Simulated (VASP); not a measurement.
Wanted: the native input for a VASP 6.6.1 run.

| Item | Value |
| --- | --- |
| Task | electric field gradients |
| Functional | PBE |
| Potentials or basis | VASP PAW PBE potentials, release 64 (Sn_d) |
| Cutoff | 520 eV |
| k mesh | 9 × 9 × 9 |
| Occupations | fermi-dirac, width 0.03 eV |
| Spin | no spin polarisation |
| Dipole correction | no |
| Further INCAR settings | ALGO = Normal; EDIFF = 1e-08; NBANDS = 21 |

The structure of Sn lies in POSCAR:

```
Sn
1.0
   -0.0973680000      3.1969160000      3.1969160000
    3.1969160000     -0.0973680000      3.1969160000
    3.1969160000      3.1969160000     -0.0973680000
Sn
2
Direct
    0.5000000000      0.5000000000      0.5000000000
    0.7500000000      0.7500000000      0.7500000000
```

This cell differs from its parent crystal: equal xy, yz and zx shear strains of -3 %.

These files were run (other wordings do the same):

INCAR

```
PREC = Accurate
ENCUT = 520
EDIFF = 1E-8
ISMEAR = -1
SIGMA = 0.03
LREAL = F
LASPH = T
NELM = 100
ALGO = Normal
ISIF = 2
LWAVE = F
LCHARG = F
GGA = PE
LEFG = T
NBANDS = 21
```

KPOINTS

```
Automatic mesh
0
Gamma
  9 9 9
```

Potentials or basis: VASP PAW PBE potentials, release 64 (Sn_d).

Command:

```bash
$ cat potpaw_PBE.64/Sn_d/POTCAR > POTCAR
$ mpirun -np 1 vasp_std > vasp.out
```

It gave:

```yaml
Pressure: 3.4 GPa
Largest_force: 0.587 eV/Å
Band_gap_on_the_k_mesh: zero (band 14 reaches 5.71 eV, above the bottom of band 15 at 5.39 eV)
```

Caveat: the cell differs from its parent crystal (equal xy, yz and zx shear strains of -3 %); without QUAD_EFG the Cq values of the log hold for a quadrupole moment of 1 mb, not for the nuclei; spin-orbit coupling is left out, which moves the levels of the heavy elements.

It took 70 s on 1 thread of AMD EPYC 9R45 96-Core Processor (Zen 5) (shared host), peak memory 0.23 GiB.
